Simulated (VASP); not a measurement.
# Br (P6_3/mmc) in VASP: further runs

The runs below take Br through single point, relaxation of cell and atoms, with PBE.

Everything below comes from runs of VASP 6.6.1. Logs are shortened: lines on timing, memory, paths and dates and some standing lists are left out, and cuts for length are marked.

## Step 1: The cell of the first run

Symmetry: P6_3/mmc, No. 194, hexagonal system. The conventional cell has a = 3.926 Å, b = 3.926 Å, c = 4.295 Å, α = 90.00°, β = 90.00°, γ = 120.00°. Br (site symmetry -6m2) has 12 Br at 3.12 to 3.93 Å within 4.1 Å.

## Step 2: Single point, PBE

The input, INCAR:

```
SYSTEM = Br
PREC     = Accurate       ! precision mode
ENCUT    = 520            ! plane-wave cutoff, eV
EDIFF    = 1E-7           ! SCF threshold, eV
ISMEAR   = -1             ! smearing method
SIGMA    = 0.02           ! smearing width, eV
LREAL    = .FALSE.        ! projectors in reciprocal space
LASPH    = .TRUE.         ! aspherical terms in the spheres
NELM     = 80             ! most SCF steps
ALGO     = Normal         ! electronic algorithm
ISIF     = 2              ! what is computed and relaxed
LWAVE    = .FALSE.        ! write WAVECAR
LCHARG   = .FALSE.        ! write CHGCAR
GGA      = PE             ! functional
NBANDS   = 14             ! bands
```

The input, KPOINTS:

```
Automatic mesh
0
G
  14 14 8
  0 0 0
```

The input, POSCAR:

```
Br
1.0
    3.9257218128      0.0000000000      0.0000000000
   -1.9628609064      3.3997748181      0.0000000000
    0.0000000000      0.0000000000      4.2951813147
Br
2
Direct
    0.3333333333      0.6666666667      0.2500000000
    0.6666666667      0.3333333333      0.7500000000
```

Potentials or basis: VASP PAW PBE potentials, release 64 (Br).

Command:

```
$ cat potpaw_PBE.64/Br/POTCAR > POTCAR
$ mpirun -np 1 vasp_std > vasp.out
```

OUTCAR:

```text
SYSTEM = Br
   PREC = Accurate
   ENCUT = 520
   EDIFF = 1E-7
   ISMEAR = -1
   LREAL = .FALSE.
   LASPH = .TRUE.
   NELM = 80
   ISIF = 2
   GGA = PE

 ion  position               nearest neighbor table
   1  0.333  0.667  0.250-
   2  0.667  0.333  0.750-

  LATTYP: Found a hexagonal cell.
 ALAT       =     3.9257218128
 C/A-ratio  =     1.0941125020

  Lattice vectors:

 A1 = (   3.9257218128,   0.0000000000,   0.0000000000)
 A2 = (  -1.9628609064,   3.3997748181,   0.0000000000)
 A3 = (   0.0000000000,   0.0000000000,   4.2951813147)

Analysis of symmetry for initial positions (statically):
=====================================================================
 Subroutine PRICEL returns:
 Original cell was already a primitive cell.

 Routine SETGRP: Setting up the symmetry group for a
 hexagonal supercell.

 Subroutine GETGRP returns: Found 24 space group operations
 (whereof 12 operations were pure point group operations)
 out of a pool of 24 trial point group operations.

The static configuration has the point symmetry D_3d.
 The point group associated with its full space group is D_6h.

Analysis of symmetry for dynamics (positions and initial velocities):
=====================================================================
 Subroutine PRICEL returns:
 Original cell was already a primitive cell.

 Routine SETGRP: Setting up the symmetry group for a
 hexagonal supercell.

 Subroutine GETGRP returns: Found 24 space group operations
 (whereof 12 operations were pure point group operations)
 out of a pool of 24 trial point group operations.

The dynamic configuration has the point symmetry D_3d.
 The point group associated with its full space group is D_6h.

 Subroutine INISYM returns: Found 24 space group operations
 (whereof 12 operations are pure point group operations),
 and found     1 'primitive' translations

----------------------------------------------------------------------------------------

                                     Primitive cell

  volume of cell :      57.3259

  direct lattice vectors                    reciprocal lattice vectors
     3.925721813  0.000000000  0.000000000     0.254730225  0.147068564  0.000000000
    -1.962860906  3.399774818  0.000000000     0.000000000  0.294137128  0.000000000
     0.000000000  0.000000000  4.295181315     0.000000000  0.000000000  0.232819042

  length of vectors
     3.925721813  3.925721813  4.295181315     0.294137128  0.294137128  0.232819042

  position of ions in fractional coordinates (direct lattice)
     0.333333333  0.666666667  0.250000000
     0.666666667  0.333333333  0.750000000

  ion indices of the primitive-cell ions
   primitive index   ion index
                 1           1
                 2           2

----------------------------------------------------------------------------------------

 KPOINTS: Automatic mesh

Automatic generation of k-mesh.
 Grid dimensions read from file:
 generate k-points for:   14   14    8

 Generating k-lattice:

  Cartesian coordinates                     Fractional coordinates (reciprocal lattice)
     0.018195016  0.010504897  0.000000000     0.071428571  0.000000000  0.000000000
     0.000000000  0.021009795  0.000000000     0.000000000  0.071428571  0.000000000
     0.000000000  0.000000000  0.029102380     0.000000000  0.000000000  0.125000000

  Length of vectors
     0.021009795  0.021009795  0.029102380

  Shift w.r.t. Gamma in fractional coordinates (k-lattice)
     0.000000000  0.000000000  0.000000000

 Subroutine IBZKPT returns following result:
 ===========================================

 Found    120 irreducible k-points:

 Following reciprocal coordinates:
            Coordinates               Weight
  0.000000  0.000000  0.000000      1.000000
  0.071429 -0.000000  0.000000      6.000000
  0.142857 -0.000000  0.000000      6.000000
  0.214286 -0.000000  0.000000      6.000000
  0.285714 -0.000000  0.000000      6.000000
  0.357143 -0.000000  0.000000      6.000000
[... 16 lines left out ...]
  0.285714  0.285714  0.000000      6.000000
  0.357143  0.285714  0.000000      6.000000
 [... further k-points ...]
   k-points           NKPTS =    120   k-points in BZ     NKDIM =    120   number of bands    NBANDS=     14
   number of dos      NEDOS =    301   number of ions     NIONS =      2
   total plane-waves  NPLWV =  28800
   dimension x,y,z NGX =    30 NGY =   30 NGZ =   32
   dimension x,y,z NGXF=    60 NGYF=   60 NGZF=   64
   ions per type =               2
   NGX,Y,Z   is equivalent  to a cutoff of  12.70, 12.70, 12.39 a.u.
   NGXF,Y,Z  is equivalent  to a cutoff of  25.41, 25.41, 24.77 a.u.
 SYSTEM =  Br
   PREC   = accura    normal or accurate (medium, high low for compatibility)
   ISTART =      0    job   : 0-new  1-cont  2-samecut
   ICHARG =      2    charge: 1-file 2-atom 10-const
   ISPIN  =      1    spin polarized calculation?
   LNONCOLLINEAR =      F non collinear calculations
   LSORBIT =      F    spin-orbit coupling
   LASPH  =      T    aspherical Exc in radial PAW
   ENCUT  =  520.0 eV  38.22 Ry    6.18 a.u.   7.30  7.30  7.99*2*pi/ulx,y,z
   NELM   =     80;   NELMIN=  2; NELMDL= -5     # of ELM steps
   EDIFF  = 0.1E-06   stopping-criterion for ELM
   LREAL  =      F    real-space projection
   EDIFFG = 0.1E-05   stopping-criterion for IOM
   NSW    =      0    number of steps for IOM
   IBRION =     -1    ionic relax: 0-MD 1-quasi-New 2-CG
   NFREE  =      0    steps in history (QN), initial steepest desc. (CG)
   ISIF   =      2    stress and relaxation
   ISYM   =      2    0-nonsym 1-usesym 2-fastsym
   POTIM  = 0.5000    time-step for ionic-motion
   TEBEG  =    0.0;   TEEND  =   0.0 temperature during run
   PSTRESS=    0.0 pullay stress
   NELECT =      14.0000    total number of electrons
   NUPDOWN=      -1.0000    fix difference up-down
   EMIN   =  10.00;   EMAX   =-10.00  energy-range for DOS
   EFERMI =   0.00;   METHOD = LEGACY
   ISMEAR =    -1;   SIGMA  =   0.02  broadening in eV -4-tet -1-fermi 0-gaus
   EFERMI_NEDOS =   21; number of points for ismear=-14 and -15
   IALGO  =     38    algorithm
   IMIX   =      4    mixing-type and parameters
     AMIX     =   0.40;   BMIX     =  1.00
     AMIX_MAG =   1.60;   BMIX_MAG =  1.00
  volume/ion in A,a.u.               =      28.66       193.43
  Fermi-wavevector in a.u.,A,eV,Ry     =   1.023294  1.933745 14.247078  1.047131
  Thomas-Fermi vector in A             =   2.157020
   LORBIT       =      0    0 simple, 1 ext, 2 COOP (PROOUT), +10 PAW based schemes
   GGA     = PE    functional components
   LHFCALC =     F    Hartree Fock is set to
   AEXX    =    0.0000 exact exchange contribution
   IVDW    =     0    specifies the selected vdW correction
   LEPSILON=     F    determine dielectric tensor
   LRPA    =     F    only Hartree local field effects (RPA)
 non-spin polarized calculation
  energy-cutoff  :      520.00
  volume of cell :       57.33
 maximum number of plane-waves:      1588
 NGX is ok and might be reduce to    30
   NGX = 15   NGY = 15   NGZ = 15

 number of electron      13.9999998 magnetization

 Free energy of the ion-electron system (eV)
  ---------------------------------------------------
  ext. energy  EPLUGINS =         0.00000000
  ---------------------------------------------------
  free energy    TOTEN  =        -2.26973192 eV

  energy without entropy =       -2.26622867  energy(sigma->0) =       -2.26798029

 E-fermi :   1.1807     XC(G=0):  -8.8011

 val. band max:        1.1704688266   @ k =   0.2857   0.0714   0.1250
 cond. band min:       1.1860565630   @ k =   0.3571   0.2143   0.0000
 fundamental gap:      0.0155877364
 Fermi energy:         1.1806744588

 k-point     1 :       0.0000    0.0000    0.0000
  band No.  band energies     occupation
      1     -14.3118      2.00000
      2     -11.9255      2.00000
      3      -2.7503      2.00000
      4      -0.8497      2.00000
      5      -0.8497      2.00000
      6       0.9949      1.99982
      7       0.9949      1.99982
      8       2.0825      0.00000
      9       7.4769      0.00000
     10       7.9102      0.00000
     11      11.6884      0.00000
     12      11.6884      0.00000
     13      13.2655      0.00000
     14      13.2655      0.00000

 k-point     2 :       0.0714   -0.0000    0.0000
  band No.  band energies     occupation
      1     -14.2820      2.00000
      2     -11.9448      2.00000
      3      -2.7084      2.00000
      4      -0.9351      2.00000
      5      -0.9111      2.00000
      6       0.8934      2.00000
      7       1.0386      1.99835
      8       2.0052      0.00000
      9       7.6135      0.00000
     10       8.1290      0.00000
     11      11.3122      0.00000
     12      11.7748      0.00000
     13      13.1238      0.00000
     14      13.2195      0.00000

 k-point     3 :       0.1429   -0.0000    0.0000
  band No.  band energies     occupation
      1     -14.1945      2.00000
      2     -12.0031      2.00000
      3      -2.5842      2.00000
      4      -1.1669      2.00000
      5      -1.0668      2.00000
      6       0.6418      2.00000
      7       1.1434      1.73174
      8       1.7841      0.00000
      9       7.9623      0.00000
     10       8.6927      0.00000
     11      10.7014      0.00000
     12      12.0440      0.00000
     13      12.7956      0.00000
     14      12.9778      0.00000

 k-point     4 :       0.2143   -0.0000    0.0000
  band No.  band energies     occupation
      1     -14.0552      2.00000
      2     -12.1011      2.00000
      3      -2.3833      2.00000
      4      -1.4831      2.00000
      5      -1.2612      2.00000
      6       0.3397      2.00000
      7       1.2610      0.03543
      8       1.4483      0.00000
      9       8.2560      0.00000
     10       9.3973      0.00000
     11      10.4578      0.00000
     12      12.4262      0.00000
     13      12.5007      0.00000
     14      12.5159      0.00000

 k-point     5 :       0.2857   -0.0000    0.0000
  band No.  band energies     occupation
      1     -13.8752      2.00000
      2     -12.2362      2.00000
      3      -2.1171      2.00000
      4      -1.8098      2.00000
      5      -1.4485      2.00000
      6       0.0615      2.00000
      7       1.0387      1.99835
      8       1.3593      0.00026
      9       8.1372      0.00000
     10      10.2207      0.00000
     11      10.7385      0.00000
[... 276 lines left out ...]
 k-point    22 :       0.3571    0.2143    0.0000
  band No.  band energies     occupation
      1     -13.2578      2.00000
      2     -12.7575      2.00000
      3      -2.7209      2.00000
      4      -1.2662      2.00000
      5      -1.1287      2.00000
      6      -0.5037      2.00000
      7      -0.1997      2.00000
      8       1.1861      0.86625
      9       8.8065      0.00000
     10       9.7253      0.00000
     11      10.8707      0.00000
     12      11.5108      0.00000
     13      14.2511      0.00000
     14      14.8528      0.00000

 k-point    23 :       0.2857    0.2857    0.0000
  band No.  band energies     occupation
      1     -13.2305      2.00000
      2     -12.7816      2.00000
      3      -2.7717      2.00000
      4      -1.1711      2.00000
      5      -1.0823      2.00000
      6      -0.5578      2.00000
      7      -0.2468      2.00000
      8       1.1337      1.82572
      9       9.4540      0.00000
     10       9.5993      0.00000
     11      10.1478      0.00000
     12      11.5200      0.00000
     13      14.8796      0.00000
     14      15.2811      0.00000

 k-point    24 :       0.3571    0.2857    0.0000
  band No.  band energies     occupation
      1     -13.1009      2.00000
      2     -12.9043      2.00000
      3      -2.8394      2.00000
      4      -1.0237      2.00000
      5      -0.8533      2.00000
      6      -0.7187      2.00000
      7      -0.4892      2.00000
      8       1.1101      1.94306
      9       9.4861      0.00000
     10       9.5491      0.00000
     11      10.6902      0.00000
     12      10.9559      0.00000
     13      15.1980      0.00000
     14      15.5409      0.00000

 [... further k-points ...]

------------------------ aborting loop because EDIFF is reached ----------------------------------------

  FORCE on cell =-STRESS in cart. coord.  units (eV):
  Direction    XX          YY          ZZ          XY          YZ          ZX
  --------------------------------------------------------------------------------------
  -------------------------------------------------------------------------------------
  Total        0.0067602      0.0067602      0.0006435      0.0000000     -0.0000000      0.0000000
  in kB        0.1889370      0.1889370      0.0179840      0.0000000     -0.0000000      0.0000000
  external PRESSURE =       0.1319527 kB  Pullay stress =       0.0000000 kB

 VOLUME and BASIS-vectors are now :
 -----------------------------------------------------------------------------
  energy-cutoff  :      520.00
  volume of cell :       57.33
      direct lattice vectors                 reciprocal lattice vectors
     3.925721813  0.000000000  0.000000000     0.254730225  0.147068564  0.000000000
    -1.962860906  3.399774818  0.000000000     0.000000000  0.294137128  0.000000000
     0.000000000  0.000000000  4.295181315     0.000000000  0.000000000  0.232819042

 POSITION                                       TOTAL-FORCE (eV/Angst)
 -----------------------------------------------------------------------------------
     -0.00000      2.26652      1.07380         0.000000     -0.000000      0.000000
      1.96286      1.13326      3.22139        -0.000000      0.000000     -0.000000
 -----------------------------------------------------------------------------------
    total drift:                               -0.000000      0.000000      0.000000

  FREE ENERGIE OF THE ION-ELECTRON SYSTEM (eV)
  ---------------------------------------------------
  free  energy   TOTEN  =        -2.2697319172 eV

  energy  without entropy=       -2.2662286661  energy(sigma->0) =       -2.26798029
```

Run time: 27 s. Hardware: 1 thread of Intel Xeon 6975P-C (Granite Rapids), shared host; peak memory 0.22 GiB.

Results:

* Free energy: -2.2697 eV
* Pressure: 0.0 GPa
* Band gap on the k mesh: zero (bands 7 and 8 overlap by 1.92 eV)

Levels at points of the mesh, in eV from the Fermi level:
```
           k point  band 5  band 6  band 7  band 8  band 9  band 10
(0.00, 0.00, 0.00)   -2.03   -0.19   -0.19    0.90    6.30     6.73
(0.50, 0.00, 0.00)   -2.56   -1.52   -1.12    0.30    6.33     9.94
(0.00, 0.00, 0.50)   -1.12   -1.12   -1.12   -1.12    8.86     8.86
(0.50, 0.00, 0.50)   -1.59   -1.59    0.12    0.12    8.30     8.30
```

## Step 3: Relaxation of cell and atoms, PBE

This run uses another cell than the first one, of 26.11 Å³/atom.

The input, INCAR:

```
  ALGO = Normal
  EDIFF = 1E-6
  EDIFFG = -0.03
  ENCUT = 600
  GGA = PE
  IBRION = 2
  ISIF = 3
  ISMEAR = -1
  LASPH = T
  LCHARG = F
  LREAL = F
  LWAVE = F
  NELM = 60
  NSW = 80
  PREC = Accurate
  SIGMA = 0.02
```

The input, KPOINTS:

```
k-points
0
Gamma
  14 14 8
```

The input, POSCAR:

```
Br
1.0
    3.3300000000      0.0000000000      0.0000000000
   -1.6650000000      2.8838645946      0.0000000000
    0.0000000000      0.0000000000      5.4378900000
Br
2
Direct
    0.3333333333      0.6666666667      0.2500000000
    0.6666666667      0.3333333333      0.7500000000
```

Potentials or basis: VASP PAW PBE potentials, release 64 (Br).

Command:

```
$ cat potpaw_PBE.64/Br/POTCAR > POTCAR
$ mpirun -np 1 vasp_std > vasp.out
```

Wall time 46 s (1 thread of Intel Xeon 6975P-C (Granite Rapids), shared host); peak memory 0.23 GiB.

Results (log left out):

```yaml
Free_energy: -1.8978 eV
Relaxed_volume: 26.66 Å³/atom
Relaxed_cell: a = 3.354 Å, b = 3.354 Å, c = 5.473 Å, α = 90.00°, β = 90.00°, γ = 120.00°
Space_group_after_relaxing_to_0.1_Å: P6_3/mmc (No. 194)
Energy_gained_by_relaxing: 1.1 meV/atom
Ionic_steps: 3
Pressure_after_relaxing: 0.0 GPa
Band_gap_on_the_k_mesh: zero (bands 7 and 8 overlap by 2.02 eV)
```

Stress tensor (GPa, compression positive):
```
 0.04  0.00  0.00
 0.00  0.04  0.00
 0.00  0.00 -0.04
```

The path:
| step | energy change (eV) | largest force (eV/Å) | pressure (GPa) | volume (Å³) |
| --- | --- | --- | --- | --- |
| 1 | 0.0000 | 0.0000 | 0.62 | 52.22 |
| 2 | -0.0019 | 0.0000 | 0.18 | 52.99 |
| 3 | -0.0021 | 0.0000 | 0.01 | 53.31 |

Final structure:
```
CELL_PARAMETERS angstrom
3.35377 0.00000 0.00000
-1.67689 2.90445 0.00000
0.00000 0.00000 5.47318
ATOMIC_POSITIONS crystal
Br 0.33333 0.66667 0.25000
Br 0.66667 0.33333 0.75000
```

Levels at points of the mesh, in eV from the Fermi level:
```
           k point  band 3  band 4  band 5  band 6  band 7  band 8  band 9  band 10  band 11
(0.00, 0.00, 0.00)   -4.40    0.22    0.22    0.85    0.85    0.89    7.94     8.32    12.32
(0.50, 0.00, 0.00)   -4.02   -3.09   -2.25   -1.04   -0.71    0.23    7.47     8.51     9.34
(0.00, 0.00, 0.50)   -2.12   -2.12    0.53    0.53    0.53    0.53    9.16     9.16    12.28
(0.50, 0.00, 0.50)   -4.14   -4.14   -0.53   -0.53   -0.47   -0.47    7.84     7.84     9.49
```
